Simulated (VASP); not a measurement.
Runs of VASP 6.6.1 on C. The structure is that of space group P6_3/mmc (No. 194), or close to it. The cells are those of the table. 

```tsv
cell	gap on the mesh (eV)	pressure (GPa)
a = 2.399, b = 2.399, c = 6.578 Å, angles 90.0, 90.0, 120.0°, 4 atoms	none	25.4
a = 2.419, b = 2.419, c = 6.795 Å, angles 90.0, 90.0, 120.0°, 4 atoms	none	(a)
a = 2.452, b = 2.452, c = 7.405 Å, angles 90.0, 90.0, 120.0°, 4 atoms	none	2.1
a = 2.299, b = 2.299, c = 6.617 Å, angles 90.0, 90.0, 120.0°, 4 atoms	none	(b)
a = 2.517, b = 2.517, c = 5.973 Å, angles 90.0, 90.0, 120.0°, 4 atoms	none	-18.5
a = 2.594, b = 2.594, c = 6.617 Å, angles 90.0, 90.0, 120.0°, 4 atoms	none	-36.6
a = 2.441, b = 2.441, c = 6.942 Å, angles 90.0, 90.0, 120.0°, 4 atoms	none	6.6
a = 2.579, b = 2.579, c = 6.120 Å, angles 90.0, 90.0, 120.0°, 4 atoms	none	-35.1
```

Alike in all rows: task single point; level PBEsol+D3(BJ); potentials or basis VASP PAW PBE potentials, release 64 (C); no spin polarisation; k mesh 21 × 21 × 8; cutoff (eV) 520; smearing gaussian 0.15 eV.

**Question.** Fill in the values left out.

**Answer.** (a) 15.6; (b) 77.0.

Caveats: the PAW data sets were made with another functional, which shifts forces and pressure a little; the cell stands under pressure (at least some runs); the cell stands under tension (at least some runs).

A gap of «none» marks levels without a gap at the run's occupations.
